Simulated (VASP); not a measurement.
# Nb (R-3m) in VASP: single point with PBE

Aim: the single point of Nb with PBE.

Program: VASP 6.6.1. These are calculated values, not measurements. Logs are shortened: lines on timing, memory, paths and dates and some standing lists are left out, and cuts for length are marked.

**1. The cell of the first run**

It takes space group R-3m (No. 166, trigonal). The conventional cell has a = 5.068 Å, b = 5.068 Å, c = 2.585 Å, α = 90.00°, β = 90.00°, γ = 120.00°. Nb (site symmetry -3m) has 14 Nb at 2.58 to 3.40 Å within 3.4 Å.

**2. Single point, PBE (strained)**

The input, INCAR:

```
SYSTEM = Nb
PREC = Accurate
ENCUT = 520
EDIFF = 1E-7
ISMEAR = 0
SIGMA = 0.1
LREAL = .FALSE.
LASPH = .TRUE.
NELM = 80
ALGO = Fast
ISIF = 2
LWAVE = .FALSE.
LCHARG = .TRUE.
GGA = PE
LELF = .TRUE.
LVHAR = .TRUE.
NBANDS = 12
```

The input, KPOINTS:

```
regular mesh
0
G
  18 18 18
  0 0 0
```

The input, POSCAR:

```
Nb
1.0
   -1.6919875575      1.6919875575      1.8916615575
    1.4923135575     -1.4923135575      1.4923135575
    1.8916615575      1.6919875575     -1.6919875575
Nb
1
Direct
    0.0000000000      0.0000000000      0.0000000000
```

Potentials or basis: VASP PAW PBE potentials, release 64 (Nb_sv).

Run with:

```console
cat potpaw_PBE.64/Nb_sv/POTCAR > POTCAR
mpirun -np 1 vasp_std > vasp.out
```

OUTCAR:

```text
SYSTEM = Nb
   PREC = Accurate
   ENCUT = 520
   EDIFF = 1E-7
   ISMEAR = 0
   LREAL = .FALSE.
   LASPH = .TRUE.
   NELM = 80
   ISIF = 2
   GGA = PE

 ion  position               nearest neighbor table
   1  0.000  0.000  0.000-

  LATTYP: Found a trigonal (rhomboedric) cell.
 ALAT       =     3.0502503565
 COS(alpha) =    -0.3803206559

  Lattice vectors:

 A1 = (  -1.8916615575,  -1.6919875575,   1.6919875575)
 A2 = (   1.6919875575,  -1.6919875575,  -1.8916615575)
 A3 = (   1.6919875575,   1.8916615575,   1.6919875575)

Analysis of symmetry for initial positions (statically):
=====================================================================
 Subroutine PRICEL returns:
 Original cell was already a primitive cell.

 Routine SETGRP: Setting up the symmetry group for a
 trigonal (rhombohedral) supercell.

 Subroutine GETGRP returns: Found 12 space group operations
 (whereof 12 operations were pure point group operations)
 out of a pool of 12 trial point group operations.

The static configuration has the point symmetry D_3d.

Analysis of symmetry for dynamics (positions and initial velocities):
=====================================================================
 Subroutine PRICEL returns:
 Original cell was already a primitive cell.

 Routine SETGRP: Setting up the symmetry group for a
 trigonal (rhombohedral) supercell.

 Subroutine GETGRP returns: Found 12 space group operations
 (whereof 12 operations were pure point group operations)
 out of a pool of 12 trial point group operations.

The dynamic configuration has the point symmetry D_3d.

 Subroutine INISYM returns: Found 12 space group operations
 (whereof 12 operations are pure point group operations),
 and found     1 'primitive' translations

----------------------------------------------------------------------------------------

                                     Primitive cell

  volume of cell :      19.1651

  direct lattice vectors                    reciprocal lattice vectors
    -1.691987558  1.691987558  1.891661557     0.000000000  0.279045177  0.279045177
     1.492313557 -1.492313557  1.492313557     0.316381879 -0.037336702  0.316381879
     1.891661557  1.691987558 -1.691987558     0.279045177  0.279045177  0.000000000

  length of vectors
     3.050250357  2.584762902  3.050250357     0.394629473  0.448986654  0.394629473

  position of ions in fractional coordinates (direct lattice)
     0.000000000  0.000000000  0.000000000

  ion indices of the primitive-cell ions
   primitive index   ion index
                 1           1

----------------------------------------------------------------------------------------

 KPOINTS: regular mesh

Automatic generation of k-mesh.
 Grid dimensions read from file:
 generate k-points for:   18   18   18

 Generating k-lattice:

  Cartesian coordinates                     Fractional coordinates (reciprocal lattice)
     0.000000000  0.015502510  0.015502510     0.055555556  0.000000000  0.000000000
     0.017576771 -0.002074261  0.017576771     0.000000000  0.055555556  0.000000000
     0.015502510  0.015502510  0.000000000     0.000000000  0.000000000  0.055555556

  Length of vectors
     0.021923860  0.024943703  0.021923860

  Shift w.r.t. Gamma in fractional coordinates (k-lattice)
     0.000000000  0.000000000  0.000000000

 Subroutine IBZKPT returns following result:
 ===========================================

 Found    580 irreducible k-points:

 Following reciprocal coordinates:
            Coordinates               Weight
  0.000000  0.000000  0.000000      1.000000
  0.055556  0.000000  0.000000      6.000000
  0.111111  0.000000  0.000000      6.000000
  0.166667  0.000000  0.000000      6.000000
  0.222222  0.000000  0.000000      6.000000
  0.277778  0.000000  0.000000      6.000000
[... 16 lines left out ...]
  0.166667  0.111111 -0.000000     12.000000
  0.222222  0.111111  0.000000     12.000000
 [... further k-points ...]
   k-points           NKPTS =    580   k-points in BZ     NKDIM =    580   number of bands    NBANDS=     12
   number of dos      NEDOS =    301   number of ions     NIONS =      1
   total plane-waves  NPLWV =  11520
   dimension x,y,z NGX =    24 NGY =   20 NGZ =   24
   dimension x,y,z NGXF=    48 NGYF=   40 NGZF=   48
   ions per type =               1
   NGX,Y,Z   is equivalent  to a cutoff of  13.08, 12.86, 13.08 a.u.
   NGXF,Y,Z  is equivalent  to a cutoff of  26.16, 25.73, 26.16 a.u.
 SYSTEM =  Nb
   PREC   = accura    normal or accurate (medium, high low for compatibility)
   ISTART =      0    job   : 0-new  1-cont  2-samecut
   ICHARG =      2    charge: 1-file 2-atom 10-const
   ISPIN  =      1    spin polarized calculation?
   LNONCOLLINEAR =      F non collinear calculations
   LSORBIT =      F    spin-orbit coupling
   LASPH  =      T    aspherical Exc in radial PAW
   ENCUT  =  520.0 eV  38.22 Ry    6.18 a.u.   5.67  4.81  5.67*2*pi/ulx,y,z
   NELM   =     80;   NELMIN=  2; NELMDL= -5     # of ELM steps
   EDIFF  = 0.1E-06   stopping-criterion for ELM
   LREAL  =      F    real-space projection
   EDIFFG = 0.1E-05   stopping-criterion for IOM
   NSW    =      0    number of steps for IOM
   IBRION =     -1    ionic relax: 0-MD 1-quasi-New 2-CG
   NFREE  =      0    steps in history (QN), initial steepest desc. (CG)
   ISIF   =      2    stress and relaxation
   ISYM   =      2    0-nonsym 1-usesym 2-fastsym
   POTIM  = 0.5000    time-step for ionic-motion
   TEBEG  =    0.0;   TEEND  =   0.0 temperature during run
   PSTRESS=    0.0 pullay stress
   NELECT =      13.0000    total number of electrons
   NUPDOWN=      -1.0000    fix difference up-down
   EMIN   =  10.00;   EMAX   =-10.00  energy-range for DOS
   EFERMI =   0.00;   METHOD = LEGACY
   ISMEAR =     0;   SIGMA  =   0.10  broadening in eV -4-tet -1-fermi 0-gaus
   EFERMI_NEDOS =   21; number of points for ismear=-14 and -15
   IALGO  =     68    algorithm
   IMIX   =      4    mixing-type and parameters
     AMIX     =   0.40;   BMIX     =  1.00
     AMIX_MAG =   1.60;   BMIX_MAG =  1.00
  volume/ion in A,a.u.               =      19.17       129.33
  Fermi-wavevector in a.u.,A,eV,Ry     =   1.438420  2.718219 28.151148  2.069051
  Thomas-Fermi vector in A             =   2.557388
   LORBIT       =      0    0 simple, 1 ext, 2 COOP (PROOUT), +10 PAW based schemes
   GGA     = PE    functional components
   LHFCALC =     F    Hartree Fock is set to
   AEXX    =    0.0000 exact exchange contribution
   IVDW    =     0    specifies the selected vdW correction
   LEPSILON=     F    determine dielectric tensor
   LRPA    =     F    only Hartree local field effects (RPA)
 non-spin polarized calculation
 RMM-DIIS sequential band-by-band and
 Gauss-broadening in eV      SIGMA  =   0.10
  energy-cutoff  :      520.00
  volume of cell :       19.17
 maximum number of plane-waves:       539
   NGX = 11   NGY =  9   NGZ = 11

 number of electron      13.0000001 magnetization

 Free energy of the ion-electron system (eV)
  ---------------------------------------------------
  ext. energy  EPLUGINS =         0.00000000
  ---------------------------------------------------
  free energy    TOTEN  =       -10.12403669 eV

  energy without entropy =      -10.11903743  energy(sigma->0) =      -10.12153706

 E-fermi :  10.4941     XC(G=0): -12.1515

 val. band max:       10.4912449807   @ k =   0.0556  -0.1667   0.0556
 cond. band min:      10.4960204012   @ k =  -0.1667   0.2222   0.0000
 fundamental gap:      0.0047754205
 Fermi energy:        10.4940891489

 k-point     1 :       0.0000    0.0000    0.0000
  band No.  band energies     occupation
      1     -44.1904      2.00000
      2     -19.7561      2.00000
      3     -19.7561      2.00000
      4     -18.9957      2.00000
      5       4.5724      2.00000
      6       9.0319      2.00000
      7      10.8845      0.00000
      8      10.8845      0.00000
      9      14.3002      0.00000
     10      14.3002      0.00000
     11      22.5788      0.00000
     12      25.4127      0.00000

 k-point     2 :       0.0556    0.0000    0.0000
  band No.  band energies     occupation
      1     -44.1867      2.00000
      2     -19.7832      2.00000
      3     -19.7620      2.00000
      4     -18.9975      2.00000
      5       4.6785      2.00000
      6       9.0133      2.00000
      7      10.7796      0.00005
      8      10.9730      0.00000
      9      14.2853      0.00000
     10      14.3217      0.00000
     11      22.8202      0.00000
     12      25.4856      0.00000

 k-point     3 :       0.1111    0.0000    0.0000
  band No.  band energies     occupation
      1     -44.1761      2.00000
      2     -19.8607      2.00000
      3     -19.7788      2.00000
      4     -19.0024      2.00000
      5       4.9852      2.00000
      6       8.9609      2.00000
      7      10.4988      0.94654
      8      11.2346      0.00000
      9      14.2588      0.00000
     10      14.3870      0.00000
     11      23.4757      0.00000
     12      25.4393      0.00000

 k-point     4 :       0.1667    0.0000    0.0000
  band No.  band energies     occupation
      1     -44.1599      2.00000
      2     -19.9780      2.00000
      3     -19.8047      2.00000
      4     -19.0097      2.00000
      5       5.4539      2.00000
      6       8.8845      2.00000
      7      10.1325      2.00000
      8      11.6571      0.00000
      9      14.2525      0.00000
     10      14.4974      0.00000
     11      24.2983      0.00000
     12      25.2849      0.00000

 k-point     5 :       0.2222    0.0000    0.0000
  band No.  band energies     occupation
      1     -44.1400      2.00000
      2     -20.1193      2.00000
      3     -19.8365      2.00000
      4     -19.0184      2.00000
      5       6.0059      2.00000
      6       8.7945      2.00000
      7       9.8144      2.00000
      8      12.2175      0.00000
      9      14.2833      0.00000
     10      14.6537      0.00000
     11      24.4819      0.00000
     12      24.8716      0.00000
[... 228 lines left out ...]
      1     -44.1377      2.00000
      2     -19.8663      2.00000
      3     -19.7538      2.00000
      4     -19.2653      2.00000
      5       5.3823      2.00000
      6       9.5467      2.00000
      7      10.4462      1.50175
      8      11.4630      0.00000
      9      13.2556      0.00000
     10      14.0118      0.00000
     11      23.7036      0.00000
     12      26.6761      0.00000

 k-point    22 :       0.1111    0.1111    0.0000
  band No.  band energies     occupation
      1     -44.1224      2.00000
      2     -19.9777      2.00000
      3     -19.7790      2.00000
      4     -19.2696      2.00000
      5       5.8338      2.00000
      6       9.4165      2.00000
      7      10.1041      2.00000
      8      11.8750      0.00000
      9      13.2770      0.00000
     10      14.2378      0.00000
     11      24.3896      0.00000
     12      26.4832      0.00000

 k-point    23 :       0.1667    0.1111   -0.0000
  band No.  band energies     occupation
      1     -44.1035      2.00000
      2     -20.1086      2.00000
      3     -19.8117      2.00000
      4     -19.2766      2.00000
      5       6.3793      2.00000
      6       9.2711      2.00000
      7       9.7810      2.00000
      8      12.3386      0.00000
      9      13.4695      0.00000
     10      14.4720      0.00000
     11      24.6230      0.00000
     12      25.9840      0.00000

 k-point    24 :       0.2222    0.1111    0.0000
  band No.  band energies     occupation
      1     -44.0834      2.00000
      2     -20.2435      2.00000
      3     -19.8475      2.00000
      4     -19.2851      2.00000
      5       6.8933      2.00000
      6       9.1250      2.00000
      7       9.6202      2.00000
      8      12.7781      0.00000
      9      13.8352      0.00000
     10      14.7363      0.00000
     11      23.8939      0.00000
     12      25.2048      0.00000

 [... further k-points ...]
[... 5 lines left out ...]
  --------------------------------------------------------------------------------------
  -------------------------------------------------------------------------------------
  Total       -0.6916914     -0.6916914     -0.6916914     -0.6174609     -0.6174609      0.6174609
  in kB      -57.8245063    -57.8245063    -57.8245063    -51.6189339    -51.6189339     51.6189339
  external PRESSURE =     -57.8245063 kB  Pullay stress =       0.0000000 kB

 VOLUME and BASIS-vectors are now :
 -----------------------------------------------------------------------------
  energy-cutoff  :      520.00
  volume of cell :       19.17
      direct lattice vectors                 reciprocal lattice vectors
    -1.691987558  1.691987558  1.891661557     0.000000000  0.279045177  0.279045177
     1.492313557 -1.492313557  1.492313557     0.316381879 -0.037336702  0.316381879
     1.891661557  1.691987558 -1.691987558     0.279045177  0.279045177  0.000000000

 POSITION                                       TOTAL-FORCE (eV/Angst)
 -----------------------------------------------------------------------------------
      0.00000      0.00000      0.00000         0.000000     -0.000000     -0.000000
 -----------------------------------------------------------------------------------
    total drift:                                0.000000     -0.000000      0.000000

  FREE ENERGIE OF THE ION-ELECTRON SYSTEM (eV)
  ---------------------------------------------------
  free  energy   TOTEN  =       -10.1240366942 eV

  energy  without entropy=      -10.1190374280  energy(sigma->0) =      -10.12153706
```

Run time: 3.4 min. Hardware: 1 thread of Intel Xeon 8259CL, shared host; peak memory 0.24 GiB.

Results:

| Quantity | Value |
| --- | --- |
| Free energy | -10.1240 eV |
| Pressure | -5.8 GPa |
| Band gap on the k mesh | zero (an odd number of electrons rules out a gap without spin polarisation) |

Caveat: the cell differs from its parent crystal (strained); the cell stands under tension.
